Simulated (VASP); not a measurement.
Input of a VASP 6.6.1 run:

File INCAR:

```
PREC = Accurate ; ENCUT = 600
EDIFF = 1E-7 ; ISMEAR = 0
SIGMA = 0.1 ; LREAL = False
LASPH = True ; NELM = 100
ALGO = Normal ; ISIF = 3
LWAVE = False ; LCHARG = False
GGA = PE ; IBRION = 2
NSW = 90 ; EDIFFG = -0.04
```

KPOINTS

```
regular mesh
0
Gamma
  4 4 4
```

The input POSCAR:

```
SbS
1.0
    3.9573932100      0.0000000000      0.0000000000
    0.0000000000      3.9573932100      0.0000000000
    0.0000000000      0.0000000000      3.9573932100
Sb S
1 1
Direct
    0.5000000000      0.5000000000      0.5000000000
    0.0000000000      0.0000000000      0.0000000000
```

Potentials or basis: VASP PAW PBE potentials, release 64 (Sb, S).

Launch:

```console
$ cat potpaw_PBE.64/Sb/POTCAR potpaw_PBE.64/S/POTCAR > POTCAR
$ mpirun -np 1 vasp_std > vasp.out
```

Q: Estimate the space group after relaxing (to 0.05 Å).

A: Pm-3m (No. 221).

Q: Estimate the relaxed volume.

A: 21.52 Å³/atom.

Step by step:
```csv
step,energy change (eV),largest force (eV/Å),pressure (GPa),volume (Å³)
1,0.0000,0.0000,-12.27,61.98
2,-1.0288,0.0000,-0.29,43.04
```

Caveat: the k points lie up to 0.45 Å⁻¹ apart in the final cell; the volume moved by over 15 % at a fixed basis, so the end points are rough.
